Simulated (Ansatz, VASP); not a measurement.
# Hg: VASP beside Ansatz

File INCAR:

```
SYSTEM = Hg
ALGO = Normal
EDIFF = 1E-6
EDIFFG = -0.01
ENCUT = 600
GGA = CA
IBRION = 2
ISIF = 3
ISMEAR = -1
LASPH = .True.
LCHARG = .False.
LREAL = .False.
LWAVE = .False.
NELM = 100
NSW = 80
PREC = Accurate
SIGMA = 0.1
```

The input KPOINTS:

```
k-points
0
Gamma
  12 12 12
  0 0 0
```

POSCAR

```
Hg
1.0
    0.0000000000      2.2595506664      2.2595506664
    2.2595506664      0.0000000000      2.2595506664
    2.2595506664      2.2595506664      0.0000000000
Hg
1
Direct
    0.0000000000      0.0000000000      0.0000000000
```

Input for Ansatz:

```yaml
crystal:
  lattice:
    - [0.0, 2.2595506664, 2.2595506664]
    - [2.2595506664, 0.0, 2.2595506664]
    - [2.2595506664, 2.2595506664, 0.0]
  atoms:
    - { symbol: Hg, position: [0.0, 0.0, 0.0] }
hamiltonian:
  xc: lda
  pseudopotentials:
    kind: paw
    azcp:
      Hg: "pseudopotentials/Hg.paw.azcp"
basis:
  ecutwfc: 420
  fft_grid_basis: typed
kpoints:
  mp_grid: { grid: [12, 12, 12], shift: [0, 0, 0] }
magnetization:
  spin_polarized: false
scf:
  occupations: { method: fermi_dirac, width: 0.1 }
relax:
  max_steps: 60
  f_tol: 0.01
  cell: {}
```

Alike in both runs: task relaxation of cell and atoms; functional LDA; k mesh 12 × 12 × 12; occupations fermi-dirac, width 0.1 eV; no spin polarisation.

|  | VASP | Ansatz |
| --- | --- | --- |
| version | VASP 6.6.1 | Ansatz 0.2.0 |
| potentials or method | VASP PAW LDA potentials, release 64 (Hg), cutoff 600 eV | plane waves (420 eV) with PAW, scalar-relativistic |
| valence electrons in the cell | 12 | 20 |

|  | VASP | Ansatz | Ansatz less VASP |
| --- | --- | --- | --- |
| relaxed volume (Å³/atom) | 22.33 | 22.03 | -0.304 |
| relaxed cell length with the largest relative difference (Å) | 3.161 | 3.146 | -0.0144 |

Ansatz warns that its potentials were made for another functional, while VASP's fit it. LDA's correlation is that of Perdew and Zunger in VASP and of Perdew and Wang (1992) in Ansatz. VASP's potentials hold 12 valence electrons a cell and Ansatz's 20, so a difference there can come from the potentials and not from the codes.

Spin-orbit coupling is off throughout.
